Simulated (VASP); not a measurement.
Wanted: the native input for a VASP 6.6.1 run.

| Item | Value |
| --- | --- |
| Task | single point |
| Functional | r2SCAN |
| Potentials or basis | VASP PAW PBE potentials, release 64 (Ca_sv, Cu, S) |
| Cutoff | 520 eV |
| k mesh | 12 × 12 × 4 |
| Occupations | gaussian, width 0.02 eV |
| Spin | no spin polarisation |
| Dipole correction | no |
| Further INCAR settings | ALGO = Normal; EDIFF = 1e-07; NBANDS = 30 |

CaCu2S2:

```xyz
5
Lattice="3.9400 0.0000 0.0000 -1.9700 3.4121 0.0000 0.0000 0.0000 6.5230" Properties=species:S:1:pos:R:3 pbc="T T T"
Ca    0.0000    0.0000    0.0000
Cu    0.0000    2.2748    2.4558
Cu    1.9700    1.1374    4.0672
S     0.0000    2.2748    4.8681
S     1.9700    1.1374    1.6549
```

One way to write it, as run:

POSCAR

```
CaCu2S2
1.0
    3.9399999606      0.0000000000      0.0000000000
   -1.9699999803      3.4121400568      0.0000000000
    0.0000000000      0.0000000000      6.5230000000
Ca Cu S
1 2 2
Direct
    0.0000000000      0.0000000000      0.0000000000
    0.3333333333      0.6666666667      0.3764900000
    0.6666666667      0.3333333333      0.6235100000
    0.3333333333      0.6666666667      0.7463000000
    0.6666666667      0.3333333333      0.2537000000
```

INCAR.step1

```
ALGO     = Normal         # electronic algorithm
EDIFF    = 1E-4           # SCF threshold, eV
ENCUT    = 520            # plane-wave cutoff, eV
GGA      = PE             # functional
ISMEAR   = 0              # smearing method
LASPH    = True           # aspherical terms in the spheres
LCHARG   = False          # write CHGCAR
LREAL    = False          # projectors in reciprocal space
LWAVE    = True           # write WAVECAR
NBANDS   = 30             # bands
NELM     = 100            # most SCF steps
PREC     = Accurate       # precision mode
SIGMA    = 0.02           # smearing width, eV
```

INCAR.step2

```
ALGO     = Normal         # electronic algorithm
EDIFF    = 1E-7           # SCF threshold, eV
ENCUT    = 520            # plane-wave cutoff, eV
ISIF     = 2              # what is computed and relaxed
ISMEAR   = 0              # smearing method
ISTART   = 1            
LASPH    = True           # aspherical terms in the spheres
LCHARG   = False          # write CHGCAR
LMIXTAU  = True         
LREAL    = False          # projectors in reciprocal space
LWAVE    = False          # write WAVECAR
METAGGA  = R2SCAN         # meta-GGA
NBANDS   = 30             # bands
NELM     = 100            # most SCF steps
PREC     = Accurate       # precision mode
SIGMA    = 0.02           # smearing width, eV
```

KPOINTS

```
k-points
0
Gamma
  12 12 4
```

Potentials or basis: VASP PAW PBE potentials, release 64 (Ca_sv, Cu, S).

Launch:

```bash
$ cat potpaw_PBE.64/Ca_sv/POTCAR potpaw_PBE.64/Cu/POTCAR potpaw_PBE.64/S/POTCAR > POTCAR
$ cp INCAR.step1 INCAR
$ mpirun -np 1 vasp_std > vasp.out
$ cp INCAR.step2 INCAR
$ mpirun -np 1 vasp_std > vasp.out
```

Results of the run:

The pressure is -2.0 GPa and the largest force is 0.362 eV/Å. The band gap on the k mesh is 1.57 eV.

Caveat: the PAW data sets were made with another functional, which shifts forces and pressure a little.

It took 12 min on 1 thread of Intel(R) Xeon(R) Platinum 8488C (Sapphire Rapids), with other jobs on the host, peak memory 0.34 GiB.
